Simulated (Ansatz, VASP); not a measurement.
Two plane-wave programs on PtS2

POSCAR

```
PtS2
1.0
    3.4574137688      0.0000000000      0.0000000000
   -1.7287068844      2.9942081552      0.0000000000
    0.0000000000      0.0000000000      4.9855387530
Pt S
1 2
Direct
    0.0000000000      0.0000000000      0.0000000000
    0.3333333333      0.6666666667      0.2539826230
    0.6666666667      0.3333333333      0.7460173770
```

File INCAR.step1:

```
ALGO = Normal
EDIFF = 1E-5
ENCUT = 520
GGA = PE
ISIF = 2
ISMEAR = 0
LASPH = True
LREAL = False
LWAVE = True
NBANDS = 18
NELM = 100
PREC = Accurate
SIGMA = 0.01
```

Contents of INCAR.step2:

```
ALGO = Normal
EDIFF = 1E-6
ENCUT = 520
GGA = PE
HFSCREEN = 0.2079
ISIF = 2
ISMEAR = 0
ISTART = 1
LASPH = True
LCHARG = True
LELF = True
LHFCALC = True
LREAL = False
LVHAR = True
LWAVE = False
NBANDS = 18
NELM = 100
PREC = Accurate
PRECFOCK = Normal
SIGMA = 0.01
```

The input KPOINTS:

```
k-points
0
Gamma
  6 6 4
```

Input for Ansatz:

```yaml
crystal:
  lattice:
    - [3.4574137688, 0.0, 0.0]
    - [-1.7287068844, 2.9942081552, 0.0]
    - [0.0, 0.0, 4.985538753]
  atoms:
    - { symbol: Pt, position: [0.0, 0.0, 0.0] }
    - { symbol: S, position: [0.3333333333, 0.6666666667, 0.253982623] }
    - { symbol: S, position: [0.6666666667, 0.3333333333, 0.746017377] }
kpoints:
  mp_grid: { grid: [6, 6, 4] }
  band_path:
    path:
      - [0.0, 0.0, 0.0]
      - [0.5, 0.0, 0.0]
      - [0.3333333333, 0.3333333333, 0.0]
      - [0.0, 0.0, 0.5]
      - [0.5, 0.0, 0.5]
      - [0.3333333333, 0.3333333333, 0.5]
      - [0.0, 0.25, 0.3333333333]
      - [0.0, 0.283854, 0.302083]
    npoints: 1
hamiltonian:
  xc: hse06
scf:
  occupations: { method: fixed }
  n_extra_bands: 4
output:
  forces: true
  stress: true
  eigenvalues: true
```

Change from the starting cell: hydrostatic strain -2.7%.

Alike in both runs: task single point; functional HSE06; k mesh 6 × 6 × 4; no spin polarisation.

```csv
,VASP,Ansatz
version,VASP 6.6.1,Ansatz 0.2.0
potentials or method,"VASP PAW PBE potentials, release 64 (Pt, S)","plane waves, PAW"
plane-wave cutoff (eV),520,420
occupations,"gaussian, width 0.01 eV",fixed
valence electrons in the cell,22,30
```

|  | VASP | Ansatz | Ansatz less VASP |
| --- | --- | --- | --- |
| gap on the k mesh at the Fermi level (eV) | 1.11 | 1.13 | +0.022 |
| pressure (GPa) | 5.7 | 6.2 | +0.50 |
| traceless stress, the component that is largest in VASP (GPa) | -3.73 | -3.82 | -0.094 |
| rms of the force components (eV/Å) | 0.196 | 0.179 | -0.0168 |

Atom by atom the forces differ by 0.017 eV/Å (rms over components). VASP's potentials hold 22 valence electrons a cell and Ansatz's 30, so a difference there can come from the potentials and not from the codes. Ansatz's warnings: stress exchange threshold loose, stress scf threshold loose.

Spin-orbit coupling is off throughout.
